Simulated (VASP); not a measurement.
# SnO (P4/nmm) in VASP: notebook, part 2 of 2

VASP 6.6.1. Earlier steps stand in the parts before.

## Step 4: Single point, PBEsol

This run uses another cell than the first one, of 17.21 Å³/atom, 0.968 times its volume.

Contents of INCAR:

```
ALGO     = Normal         # electronic algorithm
EDIFF    = 1E-6           # SCF threshold, eV
ENCUT    = 520            # plane-wave cutoff, eV
GGA      = PS             # functional
ISIF     = 2              # what is computed and relaxed
ISMEAR   = -1             # smearing method
LASPH    = True           # aspherical terms in the spheres
LCHARG   = False          # write CHGCAR
LREAL    = False          # projectors in reciprocal space
LWAVE    = False          # write WAVECAR
NBANDS   = 28             # bands
NELM     = 80             # most SCF steps
PREC     = Accurate       # precision mode
SIGMA    = 0.05           # smearing width, eV
```

Contents of KPOINTS:

```
k-points
0
Gamma
  7 7 6
```

Contents of POSCAR:

```
SnO
1.0
    3.8057824297      0.0000000000      0.0000000000
    0.0000000000      3.8057824297      0.0000000000
    0.0000000000      0.0000000000      4.7517121361
Sn O
2 2
Direct
    0.5000000000      0.0000000000      0.7575602778
    0.0000000000      0.5000000000      0.2424397222
    0.0000000000      0.0000000000      0.0000000000
    0.5000000000      0.5000000000      0.0000000000
```

Potentials or basis: VASP PAW PBE potentials, release 64 (Sn_d, O).

The run is started by

```
> cat potpaw_PBE.64/Sn_d/POTCAR potpaw_PBE.64/O/POTCAR > POTCAR
> mpirun -np 1 vasp_std > vasp.out
```

OUTCAR:

```text
EDIFF = 1E-6
   ENCUT = 520
   GGA = PS
   ISIF = 2
   ISMEAR = -1
   LASPH = True
   LREAL = False
   NELM = 80
   PREC = Accurate

 ion  position               nearest neighbor table
   1  0.500  0.000  0.758-   3 2.22   4 2.22   4 2.22   3 2.22   2 3.54   2 3.54   2 3.54   2 3.54
                             2 3.64   2 3.64   2 3.64   2 3.64
   2  0.000  0.500  0.242-   3 2.22   4 2.22   3 2.22   4 2.22   1 3.54   1 3.54   1 3.54   1 3.54
                             1 3.64   1 3.64   1 3.64   1 3.64
   3  0.000  0.000  0.000-   1 2.22   2 2.22   2 2.22   1 2.22
   4  0.500  0.500  0.000-   1 2.22   2 2.22   1 2.22   2 2.22

  LATTYP: Found a simple tetragonal cell.
 ALAT       =     3.8057824297
 C/A-ratio  =     1.2485506526

  Lattice vectors:

 A1 = (   3.8057824297,   0.0000000000,   0.0000000000)
 A2 = (   0.0000000000,   3.8057824297,   0.0000000000)
 A3 = (   0.0000000000,   0.0000000000,   4.7517121361)

Analysis of symmetry for initial positions (statically):
=====================================================================
 Subroutine PRICEL returns:
 Original cell was already a primitive cell.

 Routine SETGRP: Setting up the symmetry group for a
 simple tetragonal supercell.

 Subroutine GETGRP returns: Found 16 space group operations
 (whereof  8 operations were pure point group operations)
 out of a pool of 16 trial point group operations.

The static configuration has the point symmetry D_2d.
 The point group associated with its full space group is D_4h.

Analysis of symmetry for dynamics (positions and initial velocities):
=====================================================================
 Subroutine PRICEL returns:
 Original cell was already a primitive cell.

 Routine SETGRP: Setting up the symmetry group for a
 simple tetragonal supercell.

 Subroutine GETGRP returns: Found 16 space group operations
 (whereof  8 operations were pure point group operations)
 out of a pool of 16 trial point group operations.

The dynamic configuration has the point symmetry D_2d.
 The point group associated with its full space group is D_4h.

 Subroutine INISYM returns: Found 16 space group operations
 (whereof  8 operations are pure point group operations),
 and found     1 'primitive' translations

----------------------------------------------------------------------------------------

                                     Primitive cell

  volume of cell :      68.8237

  direct lattice vectors                    reciprocal lattice vectors
     3.805782430  0.000000000  0.000000000     0.262758058  0.000000000  0.000000000
     0.000000000  3.805782430  0.000000000     0.000000000  0.262758058  0.000000000
     0.000000000  0.000000000  4.751712136     0.000000000  0.000000000  0.210450459

  length of vectors
     3.805782430  3.805782430  4.751712136     0.262758058  0.262758058  0.210450459

  position of ions in fractional coordinates (direct lattice)
     0.500000000  0.000000000  0.757560278
     0.000000000  0.500000000  0.242439722
     0.000000000  0.000000000  0.000000000
     0.500000000  0.500000000  0.000000000

  ion indices of the primitive-cell ions
   primitive index   ion index
                 1           1
                 2           2
                 3           3
                 4           4

----------------------------------------------------------------------------------------

 KPOINTS: k-points

Automatic generation of k-mesh.
 Grid dimensions read from file:
 generate k-points for:    7    7    6

 Generating k-lattice:

  Cartesian coordinates                     Fractional coordinates (reciprocal lattice)
     0.037536865  0.000000000  0.000000000     0.142857143  0.000000000  0.000000000
     0.000000000  0.037536865  0.000000000     0.000000000  0.142857143  0.000000000
     0.000000000  0.000000000  0.035075076     0.000000000  0.000000000  0.166666667

  Length of vectors
     0.037536865  0.037536865  0.035075076

  Shift w.r.t. Gamma in fractional coordinates (k-lattice)
     0.000000000  0.000000000  0.000000000

 Subroutine IBZKPT returns following result:
 ===========================================

 Found     40 irreducible k-points:

 Following reciprocal coordinates:
            Coordinates               Weight
  0.000000  0.000000  0.000000      1.000000
  0.142857  0.000000  0.000000      4.000000
  0.285714  0.000000  0.000000      4.000000
  0.428571  0.000000  0.000000      4.000000
  0.142857  0.142857  0.000000      4.000000
  0.285714  0.142857  0.000000      8.000000
[... 16 lines left out ...]
  0.285714  0.000000  0.333333      8.000000
  0.428571  0.000000  0.333333      8.000000
 [... further k-points ...]
   k-points           NKPTS =     40   k-points in BZ     NKDIM =     40   number of bands    NBANDS=     28
   number of dos      NEDOS =    301   number of ions     NIONS =      4
   total plane-waves  NPLWV =  28224
   dimension x,y,z NGX =    28 NGY =   28 NGZ =   36
   dimension x,y,z NGXF=    56 NGYF=   56 NGZF=   72
   ions per type =               2   2
   NGX,Y,Z   is equivalent  to a cutoff of  12.23, 12.23, 12.60 a.u.
   NGXF,Y,Z  is equivalent  to a cutoff of  24.46, 24.46, 25.19 a.u.
 SYSTEM =  unknown system
   PREC   = accura    normal or accurate (medium, high low for compatibility)
   ISTART =      0    job   : 0-new  1-cont  2-samecut
   ICHARG =      2    charge: 1-file 2-atom 10-const
   ISPIN  =      1    spin polarized calculation?
   LNONCOLLINEAR =      F non collinear calculations
   LSORBIT =      F    spin-orbit coupling
   LASPH  =      T    aspherical Exc in radial PAW
   ENCUT  =  520.0 eV  38.22 Ry    6.18 a.u.   7.08  7.08  8.84*2*pi/ulx,y,z
   NELM   =     80;   NELMIN=  2; NELMDL= -5     # of ELM steps
   EDIFF  = 0.1E-05   stopping-criterion for ELM
   LREAL  =      F    real-space projection
   EDIFFG = 0.1E-04   stopping-criterion for IOM
   NSW    =      0    number of steps for IOM
   IBRION =     -1    ionic relax: 0-MD 1-quasi-New 2-CG
   NFREE  =      0    steps in history (QN), initial steepest desc. (CG)
   ISIF   =      2    stress and relaxation
   ISYM   =      2    0-nonsym 1-usesym 2-fastsym
   POTIM  = 0.5000    time-step for ionic-motion
   TEBEG  =    0.0;   TEEND  =   0.0 temperature during run
   PSTRESS=    0.0 pullay stress
   NELECT =      40.0000    total number of electrons
   NUPDOWN=      -1.0000    fix difference up-down
   EMIN   =  10.00;   EMAX   =-10.00  energy-range for DOS
   EFERMI =   0.00;   METHOD = LEGACY
   ISMEAR =    -1;   SIGMA  =   0.05  broadening in eV -4-tet -1-fermi 0-gaus
   EFERMI_NEDOS =   21; number of points for ismear=-14 and -15
   IALGO  =     38    algorithm
   IMIX   =      4    mixing-type and parameters
     AMIX     =   0.40;   BMIX     =  1.00
     AMIX_MAG =   1.60;   BMIX_MAG =  1.00
  volume/ion in A,a.u.               =      17.21       116.11
  Fermi-wavevector in a.u.,A,eV,Ry     =   1.366204  2.581751 25.395448  1.866513
  Thomas-Fermi vector in A             =   2.492365
   LORBIT       =      0    0 simple, 1 ext, 2 COOP (PROOUT), +10 PAW based schemes
   GGA     = PS    functional components
   LHFCALC =     F    Hartree Fock is set to
   AEXX    =    0.0000 exact exchange contribution
   IVDW    =     0    specifies the selected vdW correction
   LEPSILON=     F    determine dielectric tensor
   LRPA    =     F    only Hartree local field effects (RPA)
 non-spin polarized calculation
  energy-cutoff  :      520.00
  volume of cell :       68.82
 maximum number of plane-waves:      1872
   NGX = 15   NGY = 15   NGZ = 17

 number of electron      39.9999991 magnetization

 Free energy of the ion-electron system (eV)
  ---------------------------------------------------
  ext. energy  EPLUGINS =         0.00000000
  ---------------------------------------------------
  free energy    TOTEN  =       -24.21464017 eV

  energy without entropy =      -24.21308112  energy(sigma->0) =      -24.21386065

 E-fermi :   7.2898     XC(G=0): -10.5929

 val. band max:        7.2029430443   @ k =   0.0000   0.0000   0.0000
 cond. band min:       7.3630162566   @ k =   0.4286   0.4286   0.0000
 fundamental gap:      0.1600732124
 Fermi energy:         7.2898067594

 k-point     1 :       0.0000    0.0000    0.0000
  band No.  band energies     occupation
      1     -14.7151      2.00000
      2     -14.2719      2.00000
      3     -14.2719      2.00000
      4     -14.2613      2.00000
      5     -14.2199      2.00000
      6     -14.2172      2.00000
[... 20 lines left out ...]
     27      13.8494      0.00000
[... 691 lines left out ...]
      6     -14.2220      2.00000
[... 20 lines left out ...]
     27      15.9402      0.00000
     28      16.7377      0.00000

 [... further k-points ...]
[... 5 lines left out ...]
  --------------------------------------------------------------------------------------
  -------------------------------------------------------------------------------------
  Total        0.0935817      0.0935817      0.0979782      0.0000000     -0.0000000      0.0000000
  in kB        2.1785289      2.1785289      2.2808783      0.0000000     -0.0000000      0.0000000
  external PRESSURE =       2.2126453 kB  Pullay stress =       0.0000000 kB

 VOLUME and BASIS-vectors are now :
 -----------------------------------------------------------------------------
  energy-cutoff  :      520.00
  volume of cell :       68.82
      direct lattice vectors                 reciprocal lattice vectors
     3.805782430  0.000000000  0.000000000     0.262758058  0.000000000  0.000000000
     0.000000000  3.805782430  0.000000000     0.000000000  0.262758058  0.000000000
     0.000000000  0.000000000  4.751712136     0.000000000  0.000000000  0.210450459

 POSITION                                       TOTAL-FORCE (eV/Angst)
 -----------------------------------------------------------------------------------
      1.90289      0.00000      3.59971        -0.000000      0.000000     -0.085388
      0.00000      1.90289      1.15200         0.000000     -0.000000      0.085388
      0.00000      0.00000      0.00000         0.000000      0.000000      0.000000
      1.90289      1.90289      0.00000         0.000000     -0.000000      0.000000
 -----------------------------------------------------------------------------------
    total drift:                                0.000000      0.000000      0.000000

  FREE ENERGIE OF THE ION-ELECTRON SYSTEM (eV)
  ---------------------------------------------------
  free  energy   TOTEN  =       -24.2146401715 eV

  energy  without entropy=      -24.2130811212  energy(sigma->0) =      -24.21386065
```

Wall time 26 s (1 thread of Intel Xeon 6975P-C (Granite Rapids), shared host); peak memory 0.2 GiB.

Results:

```
Free energy            : -24.2146 eV
Pressure               : 0.2 GPa
Largest force          : 0.085 eV/Å
Band gap on the k mesh : 0.16 eV, indirect (least direct gap 1.91 eV)
```

Forces on the atoms (eV/Å):
```
Sn   0.000  0.000 -0.085
Sn   0.000  0.000  0.085
O    0.000  0.000  0.000
O    0.000  0.000  0.000
```

Caveat: the PAW data sets were made with another functional, which shifts forces and pressure a little; spin-orbit coupling is left out, which moves the levels of the heavy elements. A k mesh can miss the band edges.

## Step 5: Overview

| level | potentials or basis | cell | k mesh | cutoff (eV) | second run | gap on the mesh (eV) | pressure (GPa) | largest force (eV/Å) |
| --- | --- | --- | --- | --- | --- | --- | --- | --- |
| r2SCAN | VASP PAW PBE potentials, release 64 (Sn_d, O_h) | a = 3.814, b = 3.814, c = 4.887 Å, 4 atoms | 4 × 4 × 3 | 910 | hard_potentials | 0.29 | 0.0 | 0.01 |
| LDA | VASP PAW LDA potentials, release 64 (Sn_d, O) | a = 3.767, b = 3.767, c = 4.659 Å, 4 atoms | 7 × 7 × 6 | 520 | - | 0.05 | 0.3 | 0.12 |
| PBEsol | VASP PAW PBE potentials, release 64 (Sn_d, O) | a = 3.806, b = 3.806, c = 4.752 Å, 4 atoms | 7 × 7 × 6 | 520 | - | 0.16 | 0.2 | 0.09 |

Alike in all rows: task single point; no spin polarisation; smearing fermi-dirac 0.05 eV.

Caveats: some runs use coarse meshes; spin-orbit coupling is left out, which moves the levels of the heavy elements; the PAW data sets were made with another functional, which shifts forces and pressure a little (some runs); the cutoff is under 1.25 times the usual one of these potentials, so pressure, stress and relaxed cells hold a basis-set (Pulay) error (some runs).

Absolute energies hang on the potentials; compare differences alone.
